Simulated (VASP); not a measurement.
A run of VASP 6.6.1 is set up as follows.

Contents of INCAR:

```
SYSTEM = Ca
ALGO = Fast
EDIFF = 1E-6
ENCUT = 520
GGA = PS
ISIF = 2
ISMEAR = 0
LASPH = .TRUE.
LCHARG = .FALSE.
LREAL = .FALSE.
LWAVE = .FALSE.
NBANDS = 17
NELM = 80
PREC = Accurate
SIGMA = 0.15
```

File KPOINTS:

```
k-points
0
G
  18 18 8
  0 0 0
```

The input POSCAR:

```
Ca
1.0
    4.0345268378      0.0000000000      0.0000000000
   -2.0172634189      3.4940027338      0.0000000000
    0.0000000000      0.0000000000      6.3449531218
Ca
2
Direct
    0.3333333333      0.6666666667      0.2500000000
    0.6666666667      0.3333333333      0.7500000000
```

Potentials or basis: VASP PAW PBE potentials, release 64 (Ca_sv).

Run with:

```bash
$ cat potpaw_PBE.64/Ca_sv/POTCAR > POTCAR
$ mpirun -np 1 vasp_std > vasp.out
```

(1) Predict the pressure.

(2) Predict the band gap on the k mesh.

## Answers

(1) -1.4 GPa.

(2) zero (band 10 reaches 1.94 eV, above the bottom of band 11 at 1.46 eV).

Caveat: the PAW data sets were made with another functional, which shifts forces and pressure a little.
